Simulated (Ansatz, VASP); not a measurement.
**Si in VASP and in Ansatz**

INCAR

```
SYSTEM = Si
  PREC = Accurate
  ENCUT = 520
  EDIFF = 1E-6
  ISMEAR = -1
  SIGMA = 0.02
  LREAL = .False.
  LASPH = .True.
  NELM = 60
  ALGO = Normal
  ISIF = 2
  LWAVE = .False.
  LCHARG = .False.
  GGA = PS
  NBANDS = 21
```

File KPOINTS:

```
regular mesh
0
Gamma
  9 9 4
  0 0 0
```

File POSCAR:

```
Si
1.0
    0.0000000000      2.7165779550     -2.7165779550
   -2.7165779550      0.0000000000      2.7165779550
    5.4331559100      5.4331559100      5.4331559100
Si
6
Direct
    0.3333333330      0.6666666670      0.2083333330
    0.6666666670      0.3333333330      0.5416666670
    0.0000000000      0.0000000000      0.8750000000
    0.0000000000      0.0000000000      0.1250000000
    0.3333333330      0.6666666670      0.4583333330
    0.6666666670      0.3333333330      0.7916666670
```

Input for Ansatz:

```yaml
crystal:
  lattice:
    - [0.0, 2.716577955, -2.716577955]
    - [-2.716577955, 0.0, 2.716577955]
    - [5.43315591, 5.43315591, 5.43315591]
  atoms:
    - { symbol: Si, position: [0.333333333, 0.666666667, 0.208333333] }
    - { symbol: Si, position: [0.666666667, 0.333333333, 0.541666667] }
    - { symbol: Si, position: [0.0, 0.0, 0.875] }
    - { symbol: Si, position: [0.0, 0.0, 0.125] }
    - { symbol: Si, position: [0.333333333, 0.666666667, 0.458333333] }
    - { symbol: Si, position: [0.666666667, 0.333333333, 0.791666667] }
kpoints:
  mp_grid: { grid: [9, 9, 4] }
scf:
  occupations: { method: fermi_dirac, width: 0.02 }
hamiltonian:
  xc: pbesol
  pseudopotentials: { kind: paw }
output:
  forces: true
  stress: true
  eigenvalues: true
```

Alike in both runs: task single point; functional PBEsol; k mesh 9 × 9 × 4; occupations fermi-dirac, width 0.02 eV; no spin polarisation.

|  | VASP | Ansatz |
| --- | --- | --- |
| version | VASP 6.6.1 | Ansatz 0.2.0 |
| potentials or method | VASP PAW PBE potentials, release 64 (Si) | PAW with Ansatz's default frozen-core files, scalar-relativistic |
| plane-wave cutoff (eV) | 520 | 420 |
| valence electrons in the cell | 24 | 24 |

|  | VASP | Ansatz | Ansatz less VASP |
| --- | --- | --- | --- |
| pressure (GPa) | 0.1 | 0.0 | -0.11 |

VASP's potentials were made for PBE, not for PBEsol. With one functional, cell and mesh, what is left measures potentials, basis and numerics.
